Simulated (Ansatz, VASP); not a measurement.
**SnTe in VASP and in Ansatz**

The input INCAR:

```
PREC = Accurate
ENCUT = 520
EDIFF = 1E-6
ISMEAR = -1
SIGMA = 0.02
LREAL = False
LASPH = True
NELM = 150
ALGO = Normal
ISIF = 2
LWAVE = False
LCHARG = False
MAGMOM = 0 0 0 0 0 0
LORBIT = 11
LSORBIT = True
GGA_COMPAT = False
LORBMOM = True
GGA = PE
NBANDS = 32
```

File KPOINTS:

```
Automatic mesh
0
Gamma
  8 8 8
```

POSCAR

```
SnTe
1.0
    0.0000000000      3.1893301349      3.1893301349
    3.1893301349      0.0000000000      3.1893301349
    3.1893301349      3.1893301349      0.0000000000
Sn Te
1 1
Direct
    0.0000000000      0.0000000000      0.0000000000
    0.5000000000      0.5000000000      0.5000000000
```

Input for Ansatz:

```yaml
crystal:
  lattice:
    - [0.0, 3.1893301349, 3.1893301349]
    - [3.1893301349, 0.0, 3.1893301349]
    - [3.1893301349, 3.1893301349, 0.0]
  atoms:
    - { symbol: Sn, position: [0.0, 0.0, 0.0] }
    - { symbol: Te, position: [0.5, 0.5, 0.5] }
kpoints:
  mp_grid: { grid: [8, 8, 8] }
  band_path:
    path:
      - [0.0, 0.0, 0.0]
      - [0.5, 0.0, 0.5]
      - [0.625, 0.25, 0.625]
      - [0.375, 0.375, 0.75]
      - [0.5, 0.5, 0.5]
      - [0.5, 0.25, 0.75]
    npoints: 1
hamiltonian:
  xc: pbe
scf:
  occupations: { method: fermi_dirac, width: 0.02 }
  n_extra_bands: 8
magnetization:
  noncollinear: true
  spin_orbit: true
output:
  forces: true
  stress: true
  eigenvalues: true
```

Alike in both runs: task single point; functional PBE; k mesh 8 × 8 × 8; occupations fermi-dirac, width 0.02 eV; non-collinear spin, spin-orbit coupling.

|  | VASP | Ansatz |
| --- | --- | --- |
| version | VASP 6.6.1 | Ansatz 0.2.0 |
| potentials or method | VASP PAW PBE potentials, release 64 (Sn_d, Te) | plane waves, PAW |
| plane-wave cutoff (eV) | 520 | 420 |
| valence electrons in the cell | 20 | 30 |

```tsv
	VASP	Ansatz	Ansatz less VASP
pressure (GPa)	0.6	0.6	+0.02
net moment per atom (μB)	0.00	0.00	0.000
```

VASP's potentials hold 20 valence electrons a cell and Ansatz's 30, so a difference there can come from the potentials and not from the codes.
